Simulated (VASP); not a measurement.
# RbBr (Pm-3m) in VASP: single point with r2SCAN

Aim: the single point of RbBr with r2SCAN.

All numbers are computed with VASP 6.6.1; they aren't measurements. Logs are shortened: lines on timing, memory, paths and dates and some standing lists are left out, and cuts for length are marked.

## (1) The cell of the first run

The structure is cubic, space group Pm-3m (No. 221). Conventional cell: a = 4.128 Å, b = 4.128 Å, c = 4.128 Å, α = 90.00°, β = 90.00°, γ = 90.00°. Within 4.7 Å of Rb (site symmetry m-3m) lie 8 Br at 3.57 Å and 6 Rb at 4.13 Å. Br (site symmetry m-3m) has 8 Rb at 3.57 Å and 6 Br at 4.13 Å within 4.7 Å.

## (2) Single point, r2SCAN

POSCAR

```
RbBr
1.0
    4.1279266128      0.0000000000      0.0000000000
    0.0000000000      4.1279266128      0.0000000000
    0.0000000000      0.0000000000      4.1279266128
Rb Br
1 1
Direct
    0.0000000000      0.0000000000      0.0000000000
    0.5000000000      0.5000000000      0.5000000000
```

INCAR.step1

```
PREC = Accurate ; ENCUT = 550
ISMEAR = 0 ; SIGMA = 0.01
LREAL = F ; LASPH = T
NELM = 120 ; NBANDS = 15
GGA = PE ; ALGO = Normal
EDIFF = 1E-5 ; LWAVE = T
LCHARG = F ; GGA_COMPAT = F
```

INCAR.step2

```
PREC = Accurate ; ENCUT = 550
EDIFF = 1E-6 ; ISMEAR = 0
SIGMA = 0.01 ; LREAL = F
LASPH = T ; NELM = 120
ALGO = Normal ; ISIF = 2
LWAVE = F ; LCHARG = F
METAGGA = R2SCAN ; LMIXTAU = T
NBANDS = 15 ; ISTART = 1
GGA_COMPAT = F
```

KPOINTS

```
regular mesh
0
Gamma
  4 4 4
```

Potentials or basis: VASP PAW PBE potentials, release 64 (Rb_sv, Br).

The run is started by

```console
> cat potpaw_PBE.64/Rb_sv/POTCAR potpaw_PBE.64/Br/POTCAR > POTCAR
> cp INCAR.step1 INCAR
> mpirun -np 1 vasp_std > vasp.out
> cp INCAR.step2 INCAR
> mpirun -np 1 vasp_std > vasp.out
```

OUTCAR:

```text
PREC = Accurate
   ENCUT = 550
   EDIFF = 1E-6
   ISMEAR = 0
   LREAL = F
   LASPH = T
   NELM = 120
   ISIF = 2
   METAGGA = R2SCAN
   ISTART = 1

 ion  position               nearest neighbor table
   1  0.000  0.000  0.000-   2 3.57   2 3.57   2 3.57   2 3.57   2 3.57   2 3.57   2 3.57   2 3.57

   2  0.500  0.500  0.500-   1 3.57   1 3.57   1 3.57   1 3.57   1 3.57   1 3.57   1 3.57   1 3.57

  LATTYP: Found a simple cubic cell.
 ALAT       =     4.1279266128

  Lattice vectors:

 A1 = (   4.1279266128,   0.0000000000,   0.0000000000)
 A2 = (   0.0000000000,   4.1279266128,   0.0000000000)
 A3 = (   0.0000000000,   0.0000000000,   4.1279266128)

Analysis of symmetry for initial positions (statically):
=====================================================================
 Subroutine PRICEL returns:
 Original cell was already a primitive cell.

 Routine SETGRP: Setting up the symmetry group for a
 simple cubic supercell.

 Subroutine GETGRP returns: Found 48 space group operations
 (whereof 48 operations were pure point group operations)
 out of a pool of 48 trial point group operations.

The static configuration has the point symmetry O_h .

Analysis of symmetry for dynamics (positions and initial velocities):
=====================================================================
 Subroutine PRICEL returns:
 Original cell was already a primitive cell.

 Routine SETGRP: Setting up the symmetry group for a
 simple cubic supercell.

 Subroutine GETGRP returns: Found 48 space group operations
 (whereof 48 operations were pure point group operations)
 out of a pool of 48 trial point group operations.

The dynamic configuration has the point symmetry O_h .

 Subroutine INISYM returns: Found 48 space group operations
 (whereof 48 operations are pure point group operations),
 and found     1 'primitive' translations

----------------------------------------------------------------------------------------

                                     Primitive cell

  volume of cell :      70.3390

  direct lattice vectors                    reciprocal lattice vectors
     4.127926613  0.000000000  0.000000000     0.242252369  0.000000000  0.000000000
     0.000000000  4.127926613  0.000000000     0.000000000  0.242252369  0.000000000
     0.000000000  0.000000000  4.127926613     0.000000000  0.000000000  0.242252369

  length of vectors
     4.127926613  4.127926613  4.127926613     0.242252369  0.242252369  0.242252369

  position of ions in fractional coordinates (direct lattice)
     0.000000000  0.000000000  0.000000000
     0.500000000  0.500000000  0.500000000

  ion indices of the primitive-cell ions
   primitive index   ion index
                 1           1
                 2           2

----------------------------------------------------------------------------------------

 KPOINTS: regular mesh

Automatic generation of k-mesh.
 Grid dimensions read from file:
 generate k-points for:    4    4    4

 Generating k-lattice:

  Cartesian coordinates                     Fractional coordinates (reciprocal lattice)
     0.060563092  0.000000000  0.000000000     0.250000000  0.000000000  0.000000000
     0.000000000  0.060563092  0.000000000     0.000000000  0.250000000  0.000000000
     0.000000000  0.000000000  0.060563092     0.000000000  0.000000000  0.250000000

  Length of vectors
     0.060563092  0.060563092  0.060563092

  Shift w.r.t. Gamma in fractional coordinates (k-lattice)
     0.000000000  0.000000000  0.000000000

 Subroutine IBZKPT returns following result:
 ===========================================

 Found     10 irreducible k-points:

 Following reciprocal coordinates:
            Coordinates               Weight
  0.000000  0.000000  0.000000      1.000000
  0.250000  0.000000  0.000000      6.000000
  0.500000  0.000000  0.000000      3.000000
  0.250000  0.250000  0.000000     12.000000
  0.500000  0.250000  0.000000     12.000000
  0.500000  0.500000  0.000000      3.000000
  0.250000  0.250000  0.250000      8.000000
  0.500000  0.250000  0.250000     12.000000
  0.500000  0.500000  0.250000      6.000000
  0.500000  0.500000  0.500000      1.000000
   k-points           NKPTS =     10   k-points in BZ     NKDIM =     10   number of bands    NBANDS=     15
   number of dos      NEDOS =    301   number of ions     NIONS =      2
   total plane-waves  NPLWV =  32768
   dimension x,y,z NGX =    32 NGY =   32 NGZ =   32
   dimension x,y,z NGXF=    64 NGYF=   64 NGZF=   64
   ions per type =               1   1
   NGX,Y,Z   is equivalent  to a cutoff of  12.89, 12.89, 12.89 a.u.
   NGXF,Y,Z  is equivalent  to a cutoff of  25.78, 25.78, 25.78 a.u.
 SYSTEM =  unknown system
   PREC   = accura    normal or accurate (medium, high low for compatibility)
   ISTART =      1    job   : 0-new  1-cont  2-samecut
   ICHARG =      0    charge: 1-file 2-atom 10-const
   ISPIN  =      1    spin polarized calculation?
   LNONCOLLINEAR =      F non collinear calculations
   LSORBIT =      F    spin-orbit coupling
   LASPH  =      T    aspherical Exc in radial PAW
   ENCUT  =  550.0 eV  40.42 Ry    6.36 a.u.   7.89  7.89  7.89*2*pi/ulx,y,z
   NELM   =    120;   NELMIN=  2; NELMDL=  0     # of ELM steps
   EDIFF  = 0.1E-05   stopping-criterion for ELM
   LREAL  =      F    real-space projection
   EDIFFG = 0.1E-04   stopping-criterion for IOM
   NSW    =      0    number of steps for IOM
   IBRION =     -1    ionic relax: 0-MD 1-quasi-New 2-CG
   NFREE  =      0    steps in history (QN), initial steepest desc. (CG)
   ISIF   =      2    stress and relaxation
   ISYM   =      2    0-nonsym 1-usesym 2-fastsym
   POTIM  = 0.5000    time-step for ionic-motion
   TEBEG  =    0.0;   TEEND  =   0.0 temperature during run
   PSTRESS=    0.0 pullay stress
   NELECT =      16.0000    total number of electrons
   NUPDOWN=      -1.0000    fix difference up-down
   EMIN   =  10.00;   EMAX   =-10.00  energy-range for DOS
   EFERMI =   0.00;   METHOD = LEGACY
   ISMEAR =     0;   SIGMA  =   0.01  broadening in eV -4-tet -1-fermi 0-gaus
   EFERMI_NEDOS =   21; number of points for ismear=-14 and -15
   IALGO  =     38    algorithm
   IMIX   =      4    mixing-type and parameters
     AMIX     =   0.40;   BMIX     =  1.00
     AMIX_MAG =   1.60;   BMIX_MAG =  1.00
  volume/ion in A,a.u.               =      35.17       237.34
  Fermi-wavevector in a.u.,A,eV,Ry     =   0.999347  1.888491 13.588055  0.998694
  Thomas-Fermi vector in A             =   2.131631
   LORBIT       =      0    0 simple, 1 ext, 2 COOP (PROOUT), +10 PAW based schemes
   METAGGA = R2SCAN    functional components
   LHFCALC =     F    Hartree Fock is set to
   AEXX    =    0.0000 exact exchange contribution
   IVDW    =     0    specifies the selected vdW correction
   LEPSILON=     F    determine dielectric tensor
   LRPA    =     F    only Hartree local field effects (RPA)
 non-spin polarized calculation
 Gauss-broadening in eV      SIGMA  =   0.01
  energy-cutoff  :      550.00
  volume of cell :       70.34
 maximum number of plane-waves:      2103
 NGX is ok and might be reduce to    32
   NGX = 15   NGY = 15   NGZ = 15

 number of electron      16.0000002 magnetization

 Free energy of the ion-electron system (eV)
  ---------------------------------------------------
  ext. energy  EPLUGINS =         0.00000000
  ---------------------------------------------------
  free energy    TOTEN  =       -31.10849728 eV

  energy without entropy =      -31.10849728  energy(sigma->0) =      -31.10849728

 E-fermi :  -0.9235     XC(G=0):  -8.3194

 val. band max:       -1.0548955977   @ k =   0.5000   0.5000   0.0000
 cond. band min:       3.7702712095   @ k =   0.0000   0.0000   0.0000
 fundamental gap:      4.8251668072
 Fermi energy:        -0.9235001135

 k-point     1 :       0.0000    0.0000    0.0000
  band No.  band energies     occupation
      1     -26.9477      2.00000
      2     -14.1087      2.00000
      3     -10.3852      2.00000
      4     -10.3852      2.00000
      5     -10.3852      2.00000
      6      -1.2090      2.00000
      7      -1.2090      2.00000
      8      -1.2090      2.00000
      9       3.7703      0.00000
     10       5.0614      0.00000
     11       5.0614      0.00000
     12       9.6618      0.00000
     13       9.6618      0.00000
     14       9.6618      0.00000
     15      12.3281      0.00000

 k-point     2 :       0.2500    0.0000    0.0000
  band No.  band energies     occupation
      1     -26.9373      2.00000
      2     -14.1040      2.00000
      3     -10.4518      2.00000
      4     -10.3617      2.00000
      5     -10.3617      2.00000
      6      -2.0887      2.00000
      7      -1.2423      2.00000
      8      -1.2423      2.00000
      9       5.0401      0.00000
     10       5.5349      0.00000
     11       6.3097      0.00000
     12       9.4544      0.00000
     13       9.4544      0.00000
     14      10.0089      0.00000
     15      10.1090      0.00000

 k-point     3 :       0.5000    0.0000    0.0000
  band No.  band energies     occupation
      1     -26.9269      2.00000
      2     -14.1022      2.00000
      3     -10.5072      2.00000
      4     -10.3380      2.00000
      5     -10.3380      2.00000
      6      -2.7548      2.00000
      7      -1.2779      2.00000
      8      -1.2779      2.00000
      9       6.3980      0.00000
     10       6.7462      0.00000
     11       7.3027      0.00000
     12       8.3032      0.00000
     13       9.5931      0.00000
     14       9.5931      0.00000
     15      10.4998      0.00000

 k-point     4 :       0.2500    0.2500    0.0000
  band No.  band energies     occupation
      1     -26.9274      2.00000
      2     -14.0567      2.00000
      3     -10.5397      2.00000
      4     -10.4268      2.00000
      5     -10.3420      2.00000
      6      -2.0767      2.00000
      7      -1.7376      2.00000
      8      -1.2059      2.00000
      9       5.5850      0.00000
     10       6.0020      0.00000
     11       7.1319      0.00000
     12       8.4323      0.00000
     13       8.8820      0.00000
     14       9.7190      0.00000
     15      10.3699      0.00000

 k-point     5 :       0.5000    0.2500    0.0000
  band No.  band energies     occupation
      1     -26.9175      2.00000
      2     -14.0098      2.00000
      3     -10.5941      2.00000
      4     -10.5193      2.00000
      5     -10.3220      2.00000
      6      -2.4441      2.00000
      7      -1.7383      2.00000
      8      -1.1700      2.00000
      9       5.7349      0.00000
     10       6.3569      0.00000
     11       7.9824      0.00000
     12       8.4018      0.00000
     13       8.4243      0.00000
     14       9.2763      0.00000
     15      10.8849      0.00000

 k-point     6 :       0.5000    0.5000    0.0000
  band No.  band energies     occupation
      1     -26.9080      2.00000
      2     -13.9105      2.00000
      3     -10.6900      2.00000
      4     -10.6900      2.00000
      5     -10.3060      2.00000
      6      -2.1183      2.00000
      7      -2.1183      2.00000
      8      -1.0549      2.00000
      9       4.8719      0.00000
     10       5.8546      0.00000
     11       7.6126      0.00000
     12       7.6126      0.00000
     13      10.5436      0.00000
     14      10.5436      0.00000
     15      11.4309      0.00000

 k-point     7 :       0.2500    0.2500    0.2500
  band No.  band energies     occupation
      1     -26.9179      2.00000
      2     -13.9964      2.00000
      3     -10.5073      2.00000
      4     -10.5073      2.00000
      5     -10.4415      2.00000
      6      -1.8873      2.00000
      7      -1.8112      2.00000
      8      -1.8112      2.00000
      9       6.5690      0.00000
     10       7.0342      0.00000
     11       7.0342      0.00000
     12       7.6549      0.00000
     13       8.4158      0.00000
     14       8.4158      0.00000
     15      12.5677      0.00000

 k-point     8 :       0.5000    0.2500    0.2500
  band No.  band energies     occupation
      1     -26.9083      2.00000
      2     -13.9346      2.00000
      3     -10.6188      2.00000
      4     -10.5046      2.00000
      5     -10.4744      2.00000
      6      -2.3425      2.00000
      7      -1.8876      2.00000
      8      -1.6450      2.00000
      9       6.3963      0.00000
     10       6.9291      0.00000
     11       7.0484      0.00000
     12       8.6036      0.00000
     13       8.7017      0.00000
     14       9.1422      0.00000
     15      11.7407      0.00000

 k-point     9 :       0.5000    0.5000    0.2500
  band No.  band energies     occupation
      1     -26.8990      2.00000
      2     -13.8556      2.00000
      3     -10.6486      2.00000
      4     -10.6486      2.00000
      5     -10.4594      2.00000
      6      -2.2551      2.00000
      7      -2.2551      2.00000
      8      -1.8008      2.00000
      9       6.0270      0.00000
     10       7.4354      0.00000
     11       7.6028      0.00000
     12       7.6028      0.00000
     13       9.8962      0.00000
     14       9.8962      0.00000
     15      11.7006      0.00000

 k-point    10 :       0.5000    0.5000    0.5000
  band No.  band energies     occupation
      1     -26.8900      2.00000
      2     -13.7991      2.00000
      3     -10.6063      2.00000
      4     -10.6063      2.00000
      5     -10.6063      2.00000
      6      -2.3927      2.00000
      7      -2.3927      2.00000
      8      -2.3927      2.00000
      9       7.8149      0.00000
     10       7.8149      0.00000
     11       7.8149      0.00000
     12       9.0930      0.00000
     13       9.0930      0.00000
     14       9.0930      0.00000
     15      11.8434      0.00000

------------------------ aborting loop because EDIFF is reached ----------------------------------------

  FORCE on cell =-STRESS in cart. coord.  units (eV):
  Direction    XX          YY          ZZ          XY          YZ          ZX
  --------------------------------------------------------------------------------------
  -------------------------------------------------------------------------------------
  Total        0.0191051      0.0191051      0.0191051      0.0000000     -0.0000000      0.0000000
  in kB        0.4351762      0.4351762      0.4351762      0.0000000     -0.0000000      0.0000000
  external PRESSURE =       0.4351762 kB  Pullay stress =       0.0000000 kB

 VOLUME and BASIS-vectors are now :
 -----------------------------------------------------------------------------
  energy-cutoff  :      550.00
  volume of cell :       70.34
      direct lattice vectors                 reciprocal lattice vectors
     4.127926613  0.000000000  0.000000000     0.242252369  0.000000000  0.000000000
     0.000000000  4.127926613  0.000000000     0.000000000  0.242252369  0.000000000
     0.000000000  0.000000000  4.127926613     0.000000000  0.000000000  0.242252369

 POSITION                                       TOTAL-FORCE (eV/Angst)
 -----------------------------------------------------------------------------------
      0.00000      0.00000      0.00000         0.000000      0.000000      0.000000
      2.06396      2.06396      2.06396         0.000000      0.000000      0.000000
 -----------------------------------------------------------------------------------
    total drift:                                0.000000      0.000000     -0.000000

  FREE ENERGIE OF THE ION-ELECTRON SYSTEM (eV)
  ---------------------------------------------------
  free  energy   TOTEN  =       -31.1084972790 eV

  energy  without entropy=      -31.1084972790  energy(sigma->0) =      -31.10849728
```

Run time: 55 s. Hardware: 1 thread of AMD EPYC 7R43 (Zen 3), shared host; peak memory 0.15 GiB.

Results:

```yaml
Free_energy: -31.1085 eV
Pressure: 0.0 GPa
Band_gap_on_the_k_mesh: 4.83 eV (least direct gap 4.98 eV)
```

Caveat: the structure was generated, so it needn't be the stable form of RbBr; the PAW data sets were made with another functional, which shifts forces and pressure a little.
